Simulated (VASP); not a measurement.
A run of VASP 6.6.1 is set up as follows.

The input INCAR:

```
PREC = Accurate
ENCUT = 520
EDIFF = 1E-7
ISMEAR = 0
SIGMA = 0.15
LREAL = False
LASPH = True
NELM = 100
ALGO = Fast
ISIF = 2
LWAVE = False
LCHARG = False
GGA = PS
NBANDS = 18
```

The input KPOINTS:

```
regular mesh
0
Gamma
  14 14 14
```

File POSCAR:

```
TiAl3
1.0
   -1.9743358609      1.9743358609      3.9772072446
    1.9743358609     -1.9743358609      3.9772072446
    1.9743358609      1.9743358609     -3.9772072446
Ti Al
1 3
Direct
    0.0000000000      0.0000000000      0.0000000000
    0.5000000000      0.5000000000      0.0000000000
    0.7500000000      0.2302628566      0.4802628566
    0.2500000000      0.7697371434      0.5197371434
```

Potentials or basis: VASP PAW PBE potentials, release 64 (Ti_sv, Al).

The run is started by

```sh
$ cat potpaw_PBE.64/Ti_sv/POTCAR potpaw_PBE.64/Al/POTCAR > POTCAR
$ mpirun -np 1 vasp_std > vasp.out
```

**Question.** Predict the pressure.

**Answer.** 1.4 GPa.

**Question.** Estimate the band gap on the k mesh.

**Answer.** Zero (an odd number of electrons rules out a gap without spin polarisation).

**Question.** What does it give for the largest force?

**Answer.** 0.695 eV/Å.

Forces on the atoms (eV/Å):
```
Ti   0.000  0.000  0.000
Al   0.000  0.000  0.000
Al   0.695  0.000 -0.007
Al  -0.695  0.000  0.007
```

Caveat: the cell differs from its parent crystal (atoms displaced along a vibrational mode, the cell strained); the stress differs along the axes, from -4 to 12 GPa; the PAW data sets were made with another functional, which shifts forces and pressure a little.
